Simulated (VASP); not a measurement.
Set up this calculation in VASP 6.6.1, as the native input.

```yaml
Task: single point
Functional: PBE
Potentials_or_basis: VASP PAW PBE potentials, release 64 (Cd)
Cutoff: 500 eV
k_mesh: 18 × 18 × 8
Occupations: gaussian, width 0.15 eV
Spin: no spin polarisation
Dipole_correction: no
Further_INCAR_settings: ALGO = Normal; EDIFF = 1e-06; NBANDS = 19
```

The structure of Cd lies in POSCAR:

```
Cd
1.0
    2.9788725081      0.0000000000      0.0000000000
   -1.4894362540      2.5797792666      0.0000000000
    0.0000000000      0.0000000000      5.3367675000
Cd
2
Direct
    0.3333333333      0.6666666667      0.2500000000
    0.6666666667      0.3333333333      0.7500000000
```

This cell differs from its parent crystal: strain +0.000 along x and y, -0.050 along z.

These files were run (other wordings do the same):

INCAR

```
SYSTEM = Cd
PREC     = Accurate       ! precision mode
ENCUT    = 500            ! plane-wave cutoff, eV
EDIFF    = 1E-6           ! SCF threshold, eV
ISMEAR   = 0              ! smearing method
SIGMA    = 0.15           ! smearing width, eV
LREAL    = .False.        ! projectors in reciprocal space
LASPH    = .True.         ! aspherical terms in the spheres
NELM     = 120            ! most SCF steps
ALGO     = Normal         ! electronic algorithm
ISIF     = 2              ! what is computed and relaxed
LWAVE    = .False.        ! write WAVECAR
LCHARG   = .False.        ! write CHGCAR
GGA      = PE             ! functional
NBANDS   = 19             ! bands
GGA_COMPAT= .False.
```

KPOINTS

```
regular mesh
0
Gamma
  18 18 8
  0 0 0
```

Potentials or basis: VASP PAW PBE potentials, release 64 (Cd).

Launch:

```sh
$ cat potpaw_PBE.64/Cd/POTCAR > POTCAR
$ mpirun -np 1 vasp_std > vasp.out
```

Results of the run:

```json
{
 "Pressure": "6.3 GPa",
 "Band gap on the k mesh": "zero (bands 12 and 13 overlap by 3.76 eV)"
}
```

Caveat: the cell differs from its parent crystal (strain +0.000 along x and y, -0.050 along z); the cell stands under pressure.

It took 83 s on 1 thread of Intel(R) Xeon(R) Platinum 8488C (Sapphire Rapids) (shared host), peak memory 0.24 GiB.
